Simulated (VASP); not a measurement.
# LiTa4O (P6/mmm) in VASP: further runs

LiTa4O is run at these levels: PBE; tasks: single point, relaxation of cell and atoms.

Everything below comes from runs of VASP 6.6.1. Logs are shortened: lines on timing, memory, paths and dates and some standing lists are left out, and cuts for length are marked.

## 1. The cell of the first run

The structure is hexagonal, space group P6/mmm (No. 191). The conventional cell has a = 3.426 Å, b = 3.426 Å, c = 7.123 Å, α = 90.00°, β = 90.00°, γ = 120.00°. Li (site symmetry 6/mmm) has 12 Ta at 2.63 Å and 6 Li at 3.43 Å and 2 O at 3.56 Å within 3.6 Å. Within 2.7 Å of Ta (site symmetry 3m) lie 3 Ta at 1.98 Å and 3 Li at 2.63 Å and 3 O at 2.69 Å. O (site symmetry 6/mmm) has 12 Ta at 2.69 Å and 6 O at 3.43 Å and 2 Li at 3.56 Å within 3.6 Å.

The cell was built from a structure type or drawn by symmetry, and may not be a known phase.

## 2. Single point, PBE

The input, INCAR:

```
SYSTEM = LiTa4O
  PREC = Accurate
  ENCUT = 520
  EDIFF = 1E-7
  ISMEAR = 0
  SIGMA = 0.1
  LREAL = .False.
  LASPH = .True.
  NELM = 60
  ALGO = Normal
  ISIF = 2
  LWAVE = .False.
  LCHARG = .False.
  GGA = PE
  NBANDS = 36
```

The input, KPOINTS:

```
Automatic mesh
0
Gamma
  6 6 4
  0 0 0
```

The input, POSCAR:

```
LiTa4O
1.0
    3.4264166200      0.0000000000      0.0000000000
   -1.7132083100      2.9673638400      0.0000000000
    0.0000000000      0.0000000000      7.1228368200
Li Ta O
1 4 1
Direct
    0.0000000000      0.0000000000      0.5000000000
    0.3333333300      0.6666666700      0.7432699200
    0.3333333300      0.6666666700      0.2567300800
    0.6666666700      0.3333333300      0.7432699200
    0.6666666700      0.3333333300      0.2567300800
    0.0000000000      0.0000000000      0.0000000000
```

Potentials or basis: VASP PAW PBE potentials, release 64 (Li_sv, Ta_pv, O).

Run with:

```sh
$ cat potpaw_PBE.64/Li_sv/POTCAR potpaw_PBE.64/Ta_pv/POTCAR potpaw_PBE.64/O/POTCAR > POTCAR
$ mpirun -np 1 vasp_std > vasp.out
```

OUTCAR:

```text
SYSTEM = LiTa4O
   PREC = Accurate
   ENCUT = 520
   EDIFF = 1E-7
   ISMEAR = 0
   LREAL = .False.
   LASPH = .True.
   NELM = 60
   ISIF = 2
   GGA = PE

 ion  position               nearest neighbor table
   1  0.000  0.000  0.500-   2 2.63   3 2.63   4 2.63   5 2.63   4 2.63   5 2.63   2 2.63   3 2.63
                             4 2.63   5 2.63   2 2.63   3 2.63
   2  0.333  0.667  0.743-   4 1.98   4 1.98   4 1.98   1 2.63   1 2.63   1 2.63   6 2.69   6 2.69
                             6 2.69   3 3.47
   3  0.333  0.667  0.257-   5 1.98   5 1.98   5 1.98   1 2.63   1 2.63   1 2.63   6 2.69   6 2.69
                             6 2.69   2 3.47
   4  0.667  0.333  0.743-   2 1.98   2 1.98   2 1.98   1 2.63   1 2.63   1 2.63   6 2.69   6 2.69
                             6 2.69   5 3.47
   5  0.667  0.333  0.257-   3 1.98   3 1.98   3 1.98   1 2.63   1 2.63   1 2.63   6 2.69   6 2.69
                             6 2.69   4 3.47
   6  0.000  0.000  0.000-   2 2.69   3 2.69   4 2.69   5 2.69   4 2.69   5 2.69   2 2.69   3 2.69
                             4 2.69   5 2.69   2 2.69   3 2.69

  LATTYP: Found a hexagonal cell.
 ALAT       =     3.4264166200
 C/A-ratio  =     2.0788005692

  Lattice vectors:

 A1 = (   3.4264166200,   0.0000000000,   0.0000000000)
 A2 = (  -1.7132083100,   2.9673638400,   0.0000000000)
 A3 = (   0.0000000000,   0.0000000000,   7.1228368200)

Analysis of symmetry for initial positions (statically):
=====================================================================
 Subroutine PRICEL returns:
 Original cell was already a primitive cell.

 Routine SETGRP: Setting up the symmetry group for a
 hexagonal supercell.

 Subroutine GETGRP returns: Found 24 space group operations
 (whereof 24 operations were pure point group operations)
 out of a pool of 24 trial point group operations.

The static configuration has the point symmetry D_6h.

Analysis of symmetry for dynamics (positions and initial velocities):
=====================================================================
 Subroutine PRICEL returns:
 Original cell was already a primitive cell.

 Routine SETGRP: Setting up the symmetry group for a
 hexagonal supercell.

 Subroutine GETGRP returns: Found 24 space group operations
 (whereof 24 operations were pure point group operations)
 out of a pool of 24 trial point group operations.

The dynamic configuration has the point symmetry D_6h.

 Subroutine INISYM returns: Found 24 space group operations
 (whereof 24 operations are pure point group operations),
 and found     1 'primitive' translations

----------------------------------------------------------------------------------------

                                     Primitive cell

  volume of cell :      72.4209

  direct lattice vectors                    reciprocal lattice vectors
     3.426416620  0.000000000  0.000000000     0.291850090  0.168499728  0.000000000
    -1.713208310  2.967363840  0.000000000     0.000000000  0.336999456  0.000000000
     0.000000000  0.000000000  7.122836820     0.000000000  0.000000000  0.140393501

  length of vectors
     3.426416620  3.426416623  7.122836820     0.336999456  0.336999456  0.140393501

  position of ions in fractional coordinates (direct lattice)
     0.000000000  0.000000000  0.500000000
     0.333333330  0.666666670  0.743269920
     0.333333330  0.666666670  0.256730080
     0.666666670  0.333333330  0.743269920
     0.666666670  0.333333330  0.256730080
     0.000000000  0.000000000  0.000000000

  ion indices of the primitive-cell ions
   primitive index   ion index
                 1           1
                 2           2
                 3           3
                 4           4
                 5           5
                 6           6

----------------------------------------------------------------------------------------

 KPOINTS: Automatic mesh

Automatic generation of k-mesh.
 Grid dimensions read from file:
 generate k-points for:    6    6    4

 Generating k-lattice:

  Cartesian coordinates                     Fractional coordinates (reciprocal lattice)
     0.048641682  0.028083288  0.000000000     0.166666667  0.000000000  0.000000000
     0.000000000  0.056166576  0.000000000     0.000000000  0.166666667  0.000000000
     0.000000000  0.000000000  0.035098375     0.000000000  0.000000000  0.250000000

  Length of vectors
     0.056166576  0.056166576  0.035098375

  Shift w.r.t. Gamma in fractional coordinates (k-lattice)
     0.000000000  0.000000000  0.000000000

 Subroutine IBZKPT returns following result:
 ===========================================

 Found     21 irreducible k-points:

 Following reciprocal coordinates:
            Coordinates               Weight
  0.000000  0.000000  0.000000      1.000000
  0.166667  0.000000  0.000000      6.000000
  0.333333  0.000000  0.000000      6.000000
  0.500000  0.000000  0.000000      3.000000
  0.166667  0.166667  0.000000      6.000000
  0.333333  0.166667  0.000000     12.000000
[... 13 lines left out ...]
  0.333333  0.166667  0.500000     12.000000
  0.333333  0.333333  0.500000      2.000000
   k-points           NKPTS =     21   k-points in BZ     NKDIM =     21   number of bands    NBANDS=     36
   number of dos      NEDOS =    301   number of ions     NIONS =      6
   total plane-waves  NPLWV =  42336
   dimension x,y,z NGX =    28 NGY =   28 NGZ =   54
   dimension x,y,z NGXF=    56 NGYF=   56 NGZF=  108
   ions per type =               1   4   1
   NGX,Y,Z   is equivalent  to a cutoff of  13.59, 13.59, 12.60 a.u.
   NGXF,Y,Z  is equivalent  to a cutoff of  27.17, 27.17, 25.21 a.u.
 SYSTEM =  LiTa4O
   PREC   = accura    normal or accurate (medium, high low for compatibility)
   ISTART =      0    job   : 0-new  1-cont  2-samecut
   ICHARG =      2    charge: 1-file 2-atom 10-const
   ISPIN  =      1    spin polarized calculation?
   LNONCOLLINEAR =      F non collinear calculations
   LSORBIT =      F    spin-orbit coupling
   LASPH  =      T    aspherical Exc in radial PAW
   ENCUT  =  520.0 eV  38.22 Ry    6.18 a.u.   6.37  6.37 13.24*2*pi/ulx,y,z
   NELM   =     60;   NELMIN=  2; NELMDL= -5     # of ELM steps
   EDIFF  = 0.1E-06   stopping-criterion for ELM
   LREAL  =      F    real-space projection
   EDIFFG = 0.1E-05   stopping-criterion for IOM
   NSW    =      0    number of steps for IOM
   IBRION =     -1    ionic relax: 0-MD 1-quasi-New 2-CG
   NFREE  =      0    steps in history (QN), initial steepest desc. (CG)
   ISIF   =      2    stress and relaxation
   ISYM   =      2    0-nonsym 1-usesym 2-fastsym
   POTIM  = 0.5000    time-step for ionic-motion
   TEBEG  =    0.0;   TEEND  =   0.0 temperature during run
   PSTRESS=    0.0 pullay stress
   NELECT =      53.0000    total number of electrons
   NUPDOWN=      -1.0000    fix difference up-down
   EMIN   =  10.00;   EMAX   =-10.00  energy-range for DOS
   EFERMI =   0.00;   METHOD = LEGACY
   ISMEAR =     0;   SIGMA  =   0.10  broadening in eV -4-tet -1-fermi 0-gaus
   EFERMI_NEDOS =   21; number of points for ismear=-14 and -15
   IALGO  =     38    algorithm
   IMIX   =      4    mixing-type and parameters
     AMIX     =   0.40;   BMIX     =  1.00
     AMIX_MAG =   1.60;   BMIX_MAG =  1.00
  volume/ion in A,a.u.               =      12.07        81.45
  Fermi-wavevector in a.u.,A,eV,Ry     =   1.475295  2.787903 29.613007  2.176495
  Thomas-Fermi vector in A             =   2.589961
   LORBIT       =      0    0 simple, 1 ext, 2 COOP (PROOUT), +10 PAW based schemes
   GGA     = PE    functional components
   LHFCALC =     F    Hartree Fock is set to
   AEXX    =    0.0000 exact exchange contribution
   IVDW    =     0    specifies the selected vdW correction
   LEPSILON=     F    determine dielectric tensor
   LRPA    =     F    only Hartree local field effects (RPA)
 non-spin polarized calculation
 Gauss-broadening in eV      SIGMA  =   0.10
  energy-cutoff  :      520.00
  volume of cell :       72.42
 maximum number of plane-waves:      1983
 NGX is ok and might be reduce to    28
   NGX = 13   NGY = 13   NGZ = 27

 number of electron      52.9999998 magnetization

 Free energy of the ion-electron system (eV)
  ---------------------------------------------------
  ext. energy  EPLUGINS =         0.00000000
  ---------------------------------------------------
  free energy    TOTEN  =       -23.33292452 eV

  energy without entropy =      -23.31499427  energy(sigma->0) =      -23.32395939

 E-fermi :   6.9349     XC(G=0): -12.8412

 val. band max:        6.9265511961   @ k =   0.1667   0.1667   0.5000
 cond. band min:       6.9707821031   @ k =   0.1667   0.0000   0.2500
 fundamental gap:      0.0442309069
 Fermi energy:         6.9349372892

 k-point     1 :       0.0000    0.0000    0.0000
  band No.  band energies     occupation
      1     -38.1698      2.00000
      2     -31.3921      2.00000
      3     -31.3921      2.00000
      4     -31.3844      2.00000
      5     -31.3844      2.00000
      6     -28.3337      2.00000
[... 28 lines left out ...]
     35      12.1467      0.00000
     36      12.2843      0.00000

 k-point     2 :       0.1667    0.0000    0.0000
  band No.  band energies     occupation
      1     -38.1683      2.00000
      2     -31.5584      2.00000
      3     -31.5501      2.00000
      4     -31.0425      2.00000
      5     -31.0345      2.00000
      6     -28.1781      2.00000
[... 28 lines left out ...]
     35      13.2622      0.00000
     36      13.5330      0.00000

 k-point     3 :       0.3333    0.0000    0.0000
  band No.  band energies     occupation
      1     -38.1659      2.00000
      2     -31.8566      2.00000
      3     -31.8474      2.00000
      4     -30.2508      2.00000
      5     -30.2435      2.00000
      6     -27.7655      2.00000
[... 28 lines left out ...]
     35      13.3697      0.00000
     36      13.7530      0.00000
[... 625 lines left out ...]
 k-point    20 :       0.3333    0.1667    0.5000
  band No.  band energies     occupation
      1     -38.1652      2.00000
      2     -32.1550      2.00000
      3     -32.1525      2.00000
      4     -29.3164      2.00000
      5     -29.3164      2.00000
      6     -27.3805      2.00000
[... 28 lines left out ...]
     35      12.6039      0.00000
     36      14.4788      0.00000

 k-point    21 :       0.3333    0.3333    0.5000
  band No.  band energies     occupation
      1     -38.1652      2.00000
      2     -32.3546      2.00000
      3     -32.3481      2.00000
      4     -27.7191      2.00000
      5     -27.7191      2.00000
      6     -27.7170      2.00000
[... 28 lines left out ...]
     35      13.6304      0.00000
     36      13.7912      0.00000

------------------------ aborting loop because EDIFF is reached ----------------------------------------

  FORCE on cell =-STRESS in cart. coord.  units (eV):
  Direction    XX          YY          ZZ          XY          YZ          ZX
  --------------------------------------------------------------------------------------
  -------------------------------------------------------------------------------------
  Total      106.7472623    106.7472625      4.0058644      0.0000000      0.0000000     -0.0000000
  in kB     2361.5838219   2361.5838269     88.6222678      0.0000000      0.0000000     -0.0000000
  external PRESSURE =    1603.9299722 kB  Pullay stress =       0.0000000 kB

 VOLUME and BASIS-vectors are now :
 -----------------------------------------------------------------------------
  energy-cutoff  :      520.00
  volume of cell :       72.42
      direct lattice vectors                 reciprocal lattice vectors
     3.426416620  0.000000000  0.000000000     0.291850090  0.168499728  0.000000000
    -1.713208310  2.967363840  0.000000000     0.000000000  0.336999456  0.000000000
     0.000000000  0.000000000  7.122836820     0.000000000  0.000000000  0.140393501

 POSITION                                       TOTAL-FORCE (eV/Angst)
 -----------------------------------------------------------------------------------
      0.00000      0.00000      3.56142         0.000000      0.000000      0.000000
     -0.00000      1.97824      5.29419        -0.000000      0.000000     -0.117227
     -0.00000      1.97824      1.82865        -0.000000      0.000000      0.117227
      1.71321      0.98912      5.29419         0.000000     -0.000000     -0.117227
      1.71321      0.98912      1.82865         0.000000     -0.000000      0.117227
      0.00000      0.00000      0.00000         0.000000      0.000000      0.000000
 -----------------------------------------------------------------------------------
    total drift:                                0.000000      0.000000     -0.000000

  FREE ENERGIE OF THE ION-ELECTRON SYSTEM (eV)
  ---------------------------------------------------
  free  energy   TOTEN  =       -23.3329245185 eV

  energy  without entropy=      -23.3149942665  energy(sigma->0) =      -23.32395939
```

It took 43 s on 1 thread of AMD EPYC 9R45 (Zen 5), shared host; peak memory 0.18 GiB.

Results:

| Item | Value |
| --- | --- |
| Free energy | -23.3329 eV |
| Largest force | 0.117 eV/Å |
| Band gap on the k mesh | zero (an odd number of electrons rules out a gap without spin polarisation) |

Forces on the atoms (eV/Å):
```
Li   0.000  0.000  0.000
Ta   0.000  0.000 -0.117
Ta   0.000  0.000  0.117
Ta   0.000  0.000 -0.117
Ta   0.000  0.000  0.117
O    0.000  0.000  0.000
```

Caveat: the cutoff is under 1.25 times the usual one of these potentials, so pressure, stress and relaxed cells hold a basis-set (Pulay) error; atoms lie so close that the PAW spheres overlap strongly, which falsifies energies and pressures; spin-orbit coupling is left out, which moves the levels of the heavy elements; an odd number of electrons without spin polarisation forces a metal; a magnetic or distorted state may lie lower.

## 3. Single point, PBE

This run uses another cell than the first one, of 17.04 Å³/atom.

The input, INCAR:

```
PREC = Accurate
ENCUT = 520
EDIFF = 1E-6
ISMEAR = 0
SIGMA = 0.1
LREAL = False
LASPH = True
NELM = 80
ALGO = Normal
ISIF = 2
LWAVE = False
LCHARG = False
GGA = PE
NBANDS = 36
```

The input, KPOINTS:

```
regular mesh
0
Gamma
  6 6 4
```

The input, POSCAR:

```
LiTa4O
1.0
    4.6956860905      0.0000000000      0.0000000000
   -2.3478430453      4.0665834426      0.0000000000
    0.0000000000      0.0000000000      5.3552488831
Li Ta O
1 4 1
Direct
    0.0000000000      0.0000000000      0.5000000000
    0.3333333333      0.6666666667      0.7465528020
    0.3333333333      0.6666666667      0.2534471980
    0.6666666667      0.3333333333      0.7465528020
    0.6666666667      0.3333333333      0.2534471980
    0.0000000000      0.0000000000      0.0000000000
```

Potentials or basis: VASP PAW PBE potentials, release 64 (Li_sv, Ta_pv, O).

Run with:

```sh
$ cat potpaw_PBE.64/Li_sv/POTCAR potpaw_PBE.64/Ta_pv/POTCAR potpaw_PBE.64/O/POTCAR > POTCAR
$ mpirun -np 1 vasp_std > vasp.out
```

It took 50 s on 1 thread of AMD EPYC 9R45 (Zen 5), shared host; peak memory 0.21 GiB.

It converged, with:

* Free energy: -49.4002 eV
* Largest force: 0.015 eV/Å
* Band gap on the k mesh: zero (an odd number of electrons rules out a gap without spin polarisation)

Forces on the atoms (eV/Å):
```
Li   0.000  0.000  0.000
Ta   0.000  0.000 -0.015
Ta   0.000  0.000  0.015
Ta   0.000  0.000 -0.015
Ta   0.000  0.000  0.015
O    0.000  0.000  0.000
```

Levels at points of the mesh, in eV from the Fermi level:
```
           k point  band 24  band 25  band 26  band 27  band 28  band 29
(0.00, 0.00, 0.00)    -0.50    -0.29     0.04     0.04     1.38     1.40
(0.50, 0.00, 0.00)    -0.83    -0.73    -0.43    -0.02     0.07     0.38
(0.00, 0.00, 0.50)    -0.75    -0.75    -0.53     0.06     1.49     1.49
(0.50, 0.00, 0.50)    -0.77    -0.73    -0.03     0.12     0.37     1.10
```

Caveat: the cutoff is under 1.25 times the usual one of these potentials, so pressure, stress and relaxed cells hold a basis-set (Pulay) error; spin-orbit coupling is left out, which moves the levels of the heavy elements; an odd number of electrons without spin polarisation forces a metal; a magnetic or distorted state may lie lower.

[end of part 1 of 3]
